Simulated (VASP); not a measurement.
AlN, 4 atoms in the cell. It takes space group P6_3/mmc (No. 194, hexagonal). Conventional cell: a = 3.314 Å, b = 3.314 Å, c = 4.186 Å, α = 90.00°, β = 90.00°, γ = 120.00°. Al (site symmetry -6m2) has 5 N at 1.91 to 2.09 Å within 2.5 Å. Within 2.5 Å of N (site symmetry -6m2) lie 5 Al at 1.91 to 2.09 Å. 

```yaml
Program: VASP 6.6.1
Task: single point
Functional: PBE
Potentials_or_basis: VASP PAW PBE potentials, release 64 (Al, N)
Cutoff: 520 eV
k_mesh: 9 × 9 × 6
Occupations: gaussian, width 0.01 eV
Spin: no spin polarisation
Dipole_correction: no
Further_INCAR_settings: ALGO = Normal; EDIFF = 1e-06; NBANDS = 16
```

Potentials or basis: VASP PAW PBE potentials, release 64 (Al, N).

Command:

```console
$ cat potpaw_PBE.64/Al/POTCAR potpaw_PBE.64/N/POTCAR > POTCAR
$ mpirun -np 1 vasp_std > vasp.out
```

Hardware: 1 thread of AMD EPYC 7R13, with other jobs on the host.

How long does it take, and how much memory?

Wall time 62 s on 1 thread of AMD EPYC 7R13 (shared host), peak memory 0.14 GiB. Counts: scf iterations 13, k points 48.
